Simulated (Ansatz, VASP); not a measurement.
## One calculation of MoS, two programs

File INCAR:

```
PREC     = Accurate       # precision mode
ENCUT    = 520            # plane-wave cutoff, eV
EDIFF    = 1E-6           # SCF threshold, eV
ISMEAR   = 0              # smearing method
SIGMA    = 0.1            # smearing width, eV
LREAL    = F              # projectors in reciprocal space
LASPH    = T              # aspherical terms in the spheres
NELM     = 100            # most SCF steps
ALGO     = Normal         # electronic algorithm
ISIF     = 2              # what is computed and relaxed
LWAVE    = F              # write WAVECAR
LCHARG   = T              # write CHGCAR
GGA      = PS             # functional
LELF     = T              # ELF
LVHAR    = T            
NBANDS   = 28             # bands
```

The input KPOINTS:

```
regular mesh
0
Gamma
  12 12 1
```

The input POSCAR:

```
MoS
1.0
    3.1204068979      0.0000000000      0.0000000000
   -1.5602034489      2.7023516437      0.0000000000
    0.0000000000      0.0000000000     21.0860250635
Mo S
2 2
Direct
    0.6666666667      0.3333333333      0.3556858145
    0.3333333333      0.6666666667      0.6443141855
    0.3333333333      0.6666666667      0.4316152661
    0.6666666667      0.3333333333      0.5683847339
```

Input for Ansatz:

```yaml
crystal:
  lattice:
    - [3.1204068979, 0.0, 0.0]
    - [-1.5602034489, 2.7023516437, 0.0]
    - [0.0, 0.0, 21.0860250635]
  atoms:
    - { symbol: Mo, position: [0.6666666667, 0.3333333333, 0.3556858145] }
    - { symbol: S, position: [0.3333333333, 0.6666666667, 0.4316152661] }
    - { symbol: S, position: [0.6666666667, 0.3333333333, 0.5683847339] }
    - { symbol: Mo, position: [0.3333333333, 0.6666666667, 0.6443141855] }
basis:
  ecutwfc: 420
kpoints:
  mp_grid: { grid: [12, 12, 1] }
hamiltonian:
  xc: pbesol
scf:
  occupations: { method: gaussian, width: 0.1 }
output:
  forces: true
  stress: true
  eigenvalues: true
```

Alike in both runs: task single point; functional PBEsol; k mesh 12 × 12 × 1; occupations gaussian, width 0.1 eV; no spin polarisation.

|  | VASP | Ansatz |
| --- | --- | --- |
| version | VASP 6.6.1 | Ansatz 0.2.0 |
| potentials or method | VASP PAW PBE potentials, release 64 (Mo_sv, S), cutoff 520 eV | scalar-relativistic, plane waves, PAW |
| valence electrons in the cell | 40 | 40 |

|  | VASP | Ansatz | Ansatz less VASP |
| --- | --- | --- | --- |
| gap on the k mesh at the Fermi level (eV) | none | none | - |
| rms of the force components (eV/Å) | 1.001 | 1.005 | +0.0036 |

VASP's potentials were made for PBE, not for PBEsol. A gap of «none» marks a metal or a gap that the smearing closes. With one functional, cell and mesh, what is left measures potentials, basis and numerics.
